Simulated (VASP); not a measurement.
Wanted: the native input for a VASP 6.6.1 run.

| Item | Value |
| --- | --- |
| Task | single point |
| Functional | PBE |
| Potentials or basis | VASP PAW PBE potentials, release 64 (Ga_d, N) |
| Cutoff | 520 eV |
| k mesh | 6 × 6 × 14 |
| Occupations | gaussian, width 0.1 eV |
| Spin | no spin polarisation |
| Dipole correction | no |
| Further INCAR settings | ALGO = Normal; EDIFF = 1e-07; NBANDS = 44 |

The structure of Ga5N lies in POSCAR:

```
Ga5N
1.0
    6.5018223612      0.0000000000      0.0000000000
   -3.2509111806      5.6307433357      0.0000000000
    0.0000000000      0.0000000000      2.8219960140
Ga N
5 1
Direct
    0.7424176614      0.7424176614      0.0000000000
    0.3333333333      0.6666666667      0.5000000000
    0.0000000000      0.2575823386      0.0000000000
    0.2575823386      0.0000000000      0.0000000000
    0.6666666667      0.3333333333      0.5000000000
    0.0000000000      0.0000000000      0.5000000000
```

The cell was generated, and may not be a known phase.

The input as run:

INCAR

```
SYSTEM = Ga5N
ALGO = Normal
EDIFF = 1E-7
ENCUT = 520
GGA = PE
ISIF = 2
ISMEAR = 0
LASPH = .TRUE.
LCHARG = .FALSE.
LREAL = .FALSE.
LWAVE = .FALSE.
NBANDS = 44
NELM = 100
PREC = Accurate
SIGMA = 0.1
```

KPOINTS

```
k-points
0
G
  6 6 14
  0 0 0
```

Potentials or basis: VASP PAW PBE potentials, release 64 (Ga_d, N).

Launch:

```bash
$ cat potpaw_PBE.64/Ga_d/POTCAR potpaw_PBE.64/N/POTCAR > POTCAR
$ mpirun -np 1 vasp_std > vasp.out
```

It gave:

- Pressure: 0.2 GPa
- Largest force: 0.027 eV/Å
- Band gap on the k mesh: zero (bands 35 and 36 overlap by 1.49 eV)

Run time: 4.1 min on 1 thread of Intel(R) Xeon(R) Platinum 8259CL CPU @ 2.50GHz (Skylake/Cascade Lake), with other jobs on the host, peak memory 0.34 GiB.
